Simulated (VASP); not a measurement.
# Pb (Pm-3n) in VASP: single point with PBE

Aim: the single point of Pb with PBE.

Everything below comes from runs of VASP 6.6.1. Logs are shortened: lines on timing, memory, paths and dates and some standing lists are left out, and cuts for length are marked.

### 1 The cell of the first run

It takes space group Pm-3n (No. 223, cubic). Conventional cell: a = 6.403 Å, b = 6.403 Å, c = 6.403 Å, α = 90.00°, β = 90.00°, γ = 90.00°. Pb (site symmetry m-3) has 12 Pb at 3.58 Å within 4.7 Å. Within 4.2 Å of Pb (site symmetry -4m2) lie 14 Pb at 3.20 to 3.92 Å.

### 2 Single point, PBE

Contents of INCAR:

```
SYSTEM = Pb
ALGO = Normal
EDIFF = 1E-6
ENCUT = 520
GGA = PE
ISIF = 2
ISMEAR = 0
LASPH = .TRUE.
LCHARG = .TRUE.
LELF = .TRUE.
LREAL = .FALSE.
LVHAR = .TRUE.
LWAVE = .FALSE.
NBANDS = 66
NELM = 100
PREC = Accurate
SIGMA = 0.1
```

Contents of KPOINTS:

```
k-points
0
G
  6 6 6
  0 0 0
```

Contents of POSCAR:

```
Pb
1.0
    6.4026495416      0.0000000000      0.0000000000
    0.0000000000      6.4026495416      0.0000000000
    0.0000000000      0.0000000000      6.4026495416
Pb
8
Direct
    0.5000000000      0.5000000000      0.5000000000
    0.0000000000      0.0000000000      0.0000000000
    0.2500000000      0.0000000000      0.5000000000
    0.5000000000      0.2500000000      0.0000000000
    0.5000000000      0.7500000000      0.0000000000
    0.7500000000      0.0000000000      0.5000000000
    0.0000000000      0.5000000000      0.7500000000
    0.0000000000      0.5000000000      0.2500000000
```

Potentials or basis: VASP PAW PBE potentials, release 64 (Pb_d).

The run is started by

```bash
cat potpaw_PBE.64/Pb_d/POTCAR > POTCAR
mpirun -np 1 vasp_std > vasp.out
```

OUTCAR:

```text
SYSTEM = Pb
   EDIFF = 1E-6
   ENCUT = 520
   GGA = PE
   ISIF = 2
   ISMEAR = 0
   LASPH = .TRUE.
   LREAL = .FALSE.
   NELM = 100
   PREC = Accurate

 ion  position               nearest neighbor table
   1  0.500  0.500  0.500-   3 3.58   4 3.58   5 3.58   6 3.58   7 3.58   8 3.58   4 3.58   5 3.58
                             3 3.58   6 3.58   7 3.58   8 3.58
   2  0.000  0.000  0.000-   3 3.58   4 3.58   5 3.58   6 3.58   7 3.58   8 3.58   3 3.58   6 3.58
                             7 3.58   8 3.58   4 3.58   5 3.58
   3  0.250  0.000  0.500-   6 3.20   6 3.20   1 3.58   2 3.58   1 3.58   2 3.58   8 3.92   5 3.92
                             4 3.92   5 3.92   4 3.92   7 3.92   8 3.92   7 3.92
   4  0.500  0.250  0.000-   5 3.20   5 3.20   1 3.58   1 3.58   2 3.58   2 3.58   8 3.92   3 3.92
                             3 3.92   6 3.92   6 3.92   7 3.92   7 3.92   8 3.92
   5  0.500  0.750  0.000-   4 3.20   4 3.20   1 3.58   1 3.58   2 3.58   2 3.58   8 3.92   3 3.92
                             3 3.92   6 3.92   6 3.92   7 3.92   7 3.92   8 3.92
   6  0.750  0.000  0.500-   3 3.20   3 3.20   1 3.58   2 3.58   1 3.58   2 3.58   8 3.92   4 3.92
                             4 3.92   5 3.92   5 3.92   7 3.92   8 3.92   7 3.92
   7  0.000  0.500  0.750-   8 3.20   8 3.20   1 3.58   2 3.58   2 3.58   1 3.58   3 3.92   4 3.92
                             5 3.92   3 3.92   6 3.92   6 3.92   4 3.92   5 3.92
   8  0.000  0.500  0.250-   7 3.20   7 3.20   1 3.58   2 3.58   2 3.58   1 3.58   3 3.92   4 3.92
                             5 3.92   3 3.92   6 3.92   6 3.92   4 3.92   5 3.92

  LATTYP: Found a simple cubic cell.
 ALAT       =     6.4026495416

  Lattice vectors:

 A1 = (   6.4026495416,   0.0000000000,   0.0000000000)
 A2 = (   0.0000000000,   6.4026495416,   0.0000000000)
 A3 = (   0.0000000000,   0.0000000000,   6.4026495416)

Analysis of symmetry for initial positions (statically):
=====================================================================
 Subroutine PRICEL returns:
 Original cell was already a primitive cell.

 Routine SETGRP: Setting up the symmetry group for a
 simple cubic supercell.

 Subroutine GETGRP returns: Found 48 space group operations
 (whereof 24 operations were pure point group operations)
 out of a pool of 48 trial point group operations.

The static configuration has the point symmetry T_h .
 The point group associated with its full space group is O_h .

Analysis of symmetry for dynamics (positions and initial velocities):
=====================================================================
 Subroutine PRICEL returns:
 Original cell was already a primitive cell.

 Routine SETGRP: Setting up the symmetry group for a
 simple cubic supercell.

 Subroutine GETGRP returns: Found 48 space group operations
 (whereof 24 operations were pure point group operations)
 out of a pool of 48 trial point group operations.

The dynamic configuration has the point symmetry T_h .
 The point group associated with its full space group is O_h .

 Subroutine INISYM returns: Found 48 space group operations
 (whereof 24 operations are pure point group operations),
 and found     1 'primitive' translations

----------------------------------------------------------------------------------------

                                     Primitive cell

  volume of cell :     262.4697

  direct lattice vectors                    reciprocal lattice vectors
     6.402649542  0.000000000  0.000000000     0.156185341  0.000000000  0.000000000
     0.000000000  6.402649542  0.000000000     0.000000000  0.156185341  0.000000000
     0.000000000  0.000000000  6.402649542     0.000000000  0.000000000  0.156185341

  length of vectors
     6.402649542  6.402649542  6.402649542     0.156185341  0.156185341  0.156185341

  position of ions in fractional coordinates (direct lattice)
     0.500000000  0.500000000  0.500000000
     0.000000000  0.000000000  0.000000000
     0.250000000  0.000000000  0.500000000
     0.500000000  0.250000000  0.000000000
     0.500000000  0.750000000  0.000000000
     0.750000000  0.000000000  0.500000000
     0.000000000  0.500000000  0.750000000
     0.000000000  0.500000000  0.250000000

  ion indices of the primitive-cell ions
   primitive index   ion index
                 1           1
                 2           2
                 3           3
                 4           4
                 5           5
                 6           6
                 7           7
                 8           8

----------------------------------------------------------------------------------------

 KPOINTS: k-points

Automatic generation of k-mesh.
 Grid dimensions read from file:
 generate k-points for:    6    6    6

 Generating k-lattice:

  Cartesian coordinates                     Fractional coordinates (reciprocal lattice)
     0.026030890  0.000000000  0.000000000     0.166666667  0.000000000  0.000000000
     0.000000000  0.026030890  0.000000000     0.000000000  0.166666667  0.000000000
     0.000000000  0.000000000  0.026030890     0.000000000  0.000000000  0.166666667

  Length of vectors
     0.026030890  0.026030890  0.026030890

  Shift w.r.t. Gamma in fractional coordinates (k-lattice)
     0.000000000  0.000000000  0.000000000

 Subroutine IBZKPT returns following result:
 ===========================================

 Found     20 irreducible k-points:

 Following reciprocal coordinates:
            Coordinates               Weight
  0.000000  0.000000  0.000000      1.000000
  0.166667  0.000000  0.000000      6.000000
  0.333333  0.000000  0.000000      6.000000
  0.500000  0.000000  0.000000      3.000000
  0.166667  0.166667  0.000000     12.000000
  0.333333  0.166667  0.000000     24.000000
[... 12 lines left out ...]
  0.500000  0.500000  0.333333      6.000000
  0.500000  0.500000  0.500000      1.000000
   k-points           NKPTS =     20   k-points in BZ     NKDIM =     20   number of bands    NBANDS=     66
   number of dos      NEDOS =    301   number of ions     NIONS =      8
   total plane-waves  NPLWV = 110592
   dimension x,y,z NGX =    48 NGY =   48 NGZ =   48
   dimension x,y,z NGXF=    96 NGYF=   96 NGZF=   96
   ions per type =               8
   NGX,Y,Z   is equivalent  to a cutoff of  12.46, 12.46, 12.46 a.u.
   NGXF,Y,Z  is equivalent  to a cutoff of  24.93, 24.93, 24.93 a.u.
 SYSTEM =  Pb
   PREC   = accura    normal or accurate (medium, high low for compatibility)
   ISTART =      0    job   : 0-new  1-cont  2-samecut
   ICHARG =      2    charge: 1-file 2-atom 10-const
   ISPIN  =      1    spin polarized calculation?
   LNONCOLLINEAR =      F non collinear calculations
   LSORBIT =      F    spin-orbit coupling
   LASPH  =      T    aspherical Exc in radial PAW
   ENCUT  =  520.0 eV  38.22 Ry    6.18 a.u.  11.90 11.90 11.90*2*pi/ulx,y,z
   NELM   =    100;   NELMIN=  2; NELMDL= -5     # of ELM steps
   EDIFF  = 0.1E-05   stopping-criterion for ELM
   LREAL  =      F    real-space projection
   EDIFFG = 0.1E-04   stopping-criterion for IOM
   NSW    =      0    number of steps for IOM
   IBRION =     -1    ionic relax: 0-MD 1-quasi-New 2-CG
   NFREE  =      0    steps in history (QN), initial steepest desc. (CG)
   ISIF   =      2    stress and relaxation
   ISYM   =      2    0-nonsym 1-usesym 2-fastsym
   POTIM  = 0.5000    time-step for ionic-motion
   TEBEG  =    0.0;   TEEND  =   0.0 temperature during run
   PSTRESS=    0.0 pullay stress
   NELECT =     112.0000    total number of electrons
   NUPDOWN=      -1.0000    fix difference up-down
   EMIN   =  10.00;   EMAX   =-10.00  energy-range for DOS
   EFERMI =   0.00;   METHOD = LEGACY
   ISMEAR =     0;   SIGMA  =   0.10  broadening in eV -4-tet -1-fermi 0-gaus
   EFERMI_NEDOS =   21; number of points for ismear=-14 and -15
   IALGO  =     38    algorithm
   IMIX   =      4    mixing-type and parameters
     AMIX     =   0.40;   BMIX     =  1.00
     AMIX_MAG =   1.60;   BMIX_MAG =  1.00
  volume/ion in A,a.u.               =      32.81       221.40
  Fermi-wavevector in a.u.,A,eV,Ry     =   1.232502  2.329092 20.668096  1.519062
  Thomas-Fermi vector in A             =   2.367270
   LORBIT       =      0    0 simple, 1 ext, 2 COOP (PROOUT), +10 PAW based schemes
   GGA     = PE    functional components
   LHFCALC =     F    Hartree Fock is set to
   AEXX    =    0.0000 exact exchange contribution
   IVDW    =     0    specifies the selected vdW correction
   LEPSILON=     F    determine dielectric tensor
   LRPA    =     F    only Hartree local field effects (RPA)
 non-spin polarized calculation
 Gauss-broadening in eV      SIGMA  =   0.10
  energy-cutoff  :      520.00
  volume of cell :      262.47
 maximum number of plane-waves:      7120
 NGX is ok and might be reduce to    48
   NGX = 23   NGY = 23   NGZ = 23

 number of electron     112.0000066 magnetization

 Free energy of the ion-electron system (eV)
  ---------------------------------------------------
  ext. energy  EPLUGINS =         0.00000000
  ---------------------------------------------------
  free energy    TOTEN  =       -28.01280425 eV

  energy without entropy =      -27.98246286  energy(sigma->0) =      -27.99763356

 E-fermi :   6.4197     XC(G=0):  -9.8041

 val. band max:        6.4078152658   @ k =   0.3333   0.3333   0.0000
 cond. band min:       6.4439856628   @ k =   0.5000   0.3333   0.1667
 fundamental gap:      0.0361703970
 Fermi energy:         6.4196513731

 k-point     1 :       0.0000    0.0000    0.0000
  band No.  band energies     occupation
      1     -10.8448      2.00000
      2     -10.8373      2.00000
      3     -10.8373      2.00000
      4     -10.6751      2.00000
      5     -10.6751      2.00000
      6     -10.6751      2.00000
[... 58 lines left out ...]
     65       9.3399      0.00000
     66       9.3399      0.00000

 k-point     2 :       0.1667    0.0000    0.0000
  band No.  band energies     occupation
      1     -10.8420      2.00000
      2     -10.8373      2.00000
      3     -10.8038      2.00000
      4     -10.6827      2.00000
      5     -10.6681      2.00000
      6     -10.6681      2.00000
[... 58 lines left out ...]
     65       9.9031      0.00000
     66      10.2368      0.00000

 k-point     3 :       0.3333    0.0000    0.0000
  band No.  band energies     occupation
      1     -10.8401      2.00000
      2     -10.8374      2.00000
      3     -10.7089      2.00000
      4     -10.6903      2.00000
      5     -10.6553      2.00000
      6     -10.6553      2.00000
[... 1162 lines left out ...]
     65       8.7567      0.00000
     66       8.7567      0.00000

 k-point    20 :       0.5000    0.5000    0.5000
  band No.  band energies     occupation
      1     -10.6204      2.00000
      2     -10.6204      2.00000
      3     -10.6204      2.00000
      4     -10.6204      2.00000
      5     -10.6185      2.00000
      6     -10.6185      2.00000
[... 58 lines left out ...]
     65       8.3376      0.00000
     66       8.3376      0.00000

------------------------ aborting loop because EDIFF is reached ----------------------------------------

  FORCE on cell =-STRESS in cart. coord.  units (eV):
  Direction    XX          YY          ZZ          XY          YZ          ZX
  --------------------------------------------------------------------------------------
  -------------------------------------------------------------------------------------
  Total       -0.1371724     -0.1371724     -0.1371724      0.0000000     -0.0000000      0.0000000
  in kB       -0.8373326     -0.8373326     -0.8373326      0.0000000     -0.0000000      0.0000000
  external PRESSURE =      -0.8373326 kB  Pullay stress =       0.0000000 kB

 VOLUME and BASIS-vectors are now :
 -----------------------------------------------------------------------------
  energy-cutoff  :      520.00
  volume of cell :      262.47
      direct lattice vectors                 reciprocal lattice vectors
     6.402649542  0.000000000  0.000000000     0.156185341  0.000000000  0.000000000
     0.000000000  6.402649542  0.000000000     0.000000000  0.156185341  0.000000000
     0.000000000  0.000000000  6.402649542     0.000000000  0.000000000  0.156185341

 POSITION                                       TOTAL-FORCE (eV/Angst)
 -----------------------------------------------------------------------------------
      3.20132      3.20132      3.20132         0.000000      0.000000     -0.000000
      0.00000      0.00000      0.00000         0.000000      0.000000     -0.000000
      1.60066      0.00000      3.20132        -0.000000     -0.000000     -0.000000
      3.20132      1.60066      0.00000         0.000000      0.000000      0.000000
      3.20132      4.80199      0.00000        -0.000000      0.000000     -0.000000
      4.80199      0.00000      3.20132         0.000000     -0.000000      0.000000
      0.00000      3.20132      4.80199        -0.000000     -0.000000     -0.000000
      0.00000      3.20132      1.60066         0.000000      0.000000      0.000000
 -----------------------------------------------------------------------------------
    total drift:                                0.000000     -0.000000      0.000000

  FREE ENERGIE OF THE ION-ELECTRON SYSTEM (eV)
  ---------------------------------------------------
  free  energy   TOTEN  =       -28.0128042488 eV

  energy  without entropy=      -27.9824628632  energy(sigma->0) =      -27.99763356
```

It took 5.7 min on 1 thread of Intel Xeon Platinum 8259CL at 2.50GHz (Skylake/Cascade Lake), shared host; peak memory 0.46 GiB.

What came out:

* Free energy: -28.0128 eV
* Pressure: -0.1 GPa
* Band gap on the k mesh: zero (band 56 reaches 6.80 eV, above the bottom of band 57 at 5.64 eV)

Levels at points of the mesh, in eV from the Fermi level:
```tsv
k point	band 54	band 55	band 56	band 57	band 58	band 59
(0.00, 0.00, 0.00)	-1.02	-1.02	-1.02	-0.50	0.08	0.08
(0.50, 0.00, 0.00)	-1.61	-0.39	-0.39	0.50	0.50	0.94
(0.50, 0.50, 0.00)	-0.37	-0.07	-0.07	0.46	0.46	1.20
(0.50, 0.50, 0.50)	-0.59	-0.25	-0.25	1.90	1.90	1.90
```

Caveat: spin-orbit coupling is left out, which moves the levels of the heavy elements.
